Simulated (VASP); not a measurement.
Zr3H: relaxation of cell and atoms with PBE

Crystal: Zr3H.

```
Zr H
1.0
     4.43023    0.00000    0.00000
    -2.21512    3.83669    0.00000
     0.00000    0.00000    3.72646
Zr H
3 1
Direct
  0.50000 0.00000 0.50000
  0.00000 0.50000 0.50000
  0.50000 0.50000 0.50000
  0.00000 0.00000 0.50000
```

| Property | Result |
| --- | --- |
| Program | VASP 6.6.1 |
| Task | relaxation of cell and atoms |
| Functional | PBE |
| Potentials or basis | VASP PAW PBE potentials, release 64 (Zr_sv, H) |
| Cutoff | 600 eV |
| k mesh | 6 × 6 × 6 |
| Occupations | gaussian, width 0.1 eV |
| Spin | no spin polarisation |
| Dipole correction | no |
| Further INCAR settings | ALGO = Normal; EDIFF = 1e-06; IBRION = 2; EDIFFG = -0.04; NSW = 90; ISIF = 3 |

```
Relaxed volume                         : 20.60 Å³/atom
Relaxed cell                           : a = 5.657 Å, b = 5.657 Å, c = 2.973 Å, α = 90.00°, β = 90.00°, γ = 120.00°
Space group after relaxing (to 0.05 Å) : P6/mmm (No. 191)
Energy gained by relaxing              : 2260.6 meV/atom
Ionic steps                            : 12
Pressure after relaxing                : 0.0 GPa
```

Step by step:
| step | energy change (eV) | largest force (eV/Å) | pressure (GPa) | volume (Å³) |
| --- | --- | --- | --- | --- |
| 1 | 0.0000 | 0.0000 | 74.63 | 63.34 |
| 2 | -4.7911 | 0.0000 | -13.46 | 146.23 |
| 3 | -8.1902 | 0.0000 | -4.57 | 98.49 |
| 4 | -8.7575 | 0.0000 | -3.15 | 90.88 |
| 5 | -8.9699 | 0.0000 | -1.54 | 86.02 |
| 6 | -8.7949 | 0.0000 | 6.06 | 76.18 |
| 7 | -9.0229 | 0.0000 | -0.35 | 83.55 |
| 8 | -9.0394 | 0.0000 | 0.68 | 81.69 |
| 9 | -9.0391 | 0.0000 | 0.90 | 81.35 |
| 10 | -9.0406 | 0.0000 | -0.14 | 82.45 |
| 11 | -9.0416 | 0.0000 | 0.25 | 82.02 |
| 12 | -9.0422 | 0.0000 | -0.01 | 82.39 |

Final structure:
```cif
data_structure
_symmetry_space_group_name_H-M 'P 1'
_symmetry_Int_Tables_number 1
_cell_length_a 5.6567
_cell_length_b 5.6567
_cell_length_c 2.9730
_cell_angle_alpha 90.000
_cell_angle_beta 90.000
_cell_angle_gamma 120.000
_cell_volume 82.39
loop_
_atom_site_label
_atom_site_type_symbol
_atom_site_fract_x
_atom_site_fract_y
_atom_site_fract_z
_atom_site_occupancy
Zr1 Zr 0.50000 0.00000 0.50000 1
Zr2 Zr 0.00000 0.50000 0.50000 1
Zr3 Zr 0.50000 0.50000 0.50000 1
H1 H 0.00000 0.00000 0.50000 1
```

Levels at points of the mesh, in eV from the Fermi level:
| k point | band 17 | band 18 | band 19 | band 20 | band 21 | band 22 |
| --- | --- | --- | --- | --- | --- | --- |
| (0.00, 0.00, 0.00) | -1.62 | -0.47 | -0.47 | 1.54 | 2.37 | 2.54 |
| (0.50, 0.00, 0.00) | -0.91 | -0.88 | 0.39 | 0.46 | 0.62 | 0.88 |
| (0.00, 0.00, 0.50) | -1.55 | -0.62 | -0.62 | 0.53 | 2.75 | 3.52 |
| (0.50, 0.00, 0.50) | -1.19 | -0.39 | 0.22 | 0.54 | 1.73 | 1.81 |

It took 4.1 min on 1 thread of Intel(R) Xeon(R) Platinum 8559C (Emerald Rapids), with other jobs on the host, peak memory 0.22 GiB.

Caveat: the volume moved by over 15 % at a fixed basis, so the end points are rough.
